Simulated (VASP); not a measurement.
Crystal: Ho4Pd.

```
CELL_PARAMETERS angstrom
-3.35572 3.35572 3.35572
3.35572 -3.35572 3.35572
3.35572 3.35572 -3.35572
ATOMIC_POSITIONS crystal
Ho 0.00000 0.00000 0.50000
Ho 0.50000 0.00000 0.00000
Ho 0.00000 0.50000 0.00000
Ho 0.50000 0.50000 0.50000
Pd 0.00000 0.00000 0.00000
```

The cell was built from a structure type or drawn by symmetry, and may not be a known phase.

```yaml
Program: VASP 6.6.1
Task: relaxation of cell and atoms
Functional: PBE
Potentials_or_basis: VASP PAW PBE potentials, release 64 (Ho_3, Pd), 4f in core
Cutoff: 500 eV
k_mesh: 8 × 8 × 8
Occupations: gaussian, width 0.1 eV
Spin: no spin polarisation
```

At the start: pressure 1.0 GPa; volume 30.23 Å³/atom.

Question: Where does the relaxation end?

Answer: Over 3 steps the energy falls by 2.1 meV/atom and the volume is 30.87 Å³/atom (+2.1 %); space group Im-3m (No. 229, to 0.1 Å) before and after.

The path:
```
step  energy change (eV)  largest force (eV/Å)  pressure (GPa)  volume (Å³)
   1              0.0000                0.0000            1.04       151.15
   2             -0.0091                0.0000           -0.34       155.49
   3             -0.0103                0.0000            0.00       154.37
```

Final structure:
```cif
data_structure
_symmetry_space_group_name_H-M 'P 1'
_symmetry_Int_Tables_number 1
_cell_length_a 5.8532
_cell_length_b 5.8532
_cell_length_c 5.8532
_cell_angle_alpha 109.471
_cell_angle_beta 109.471
_cell_angle_gamma 109.471
_cell_volume 154.37
loop_
_atom_site_label
_atom_site_type_symbol
_atom_site_fract_x
_atom_site_fract_y
_atom_site_fract_z
_atom_site_occupancy
Ho1 Ho 0.00000 0.00000 0.50000 1
Ho2 Ho 0.50000 0.00000 0.00000 1
Ho3 Ho 0.00000 0.50000 0.00000 1
Ho4 Ho 0.50000 0.50000 0.50000 1
Pd1 Pd 0.00000 0.00000 0.00000 1
```
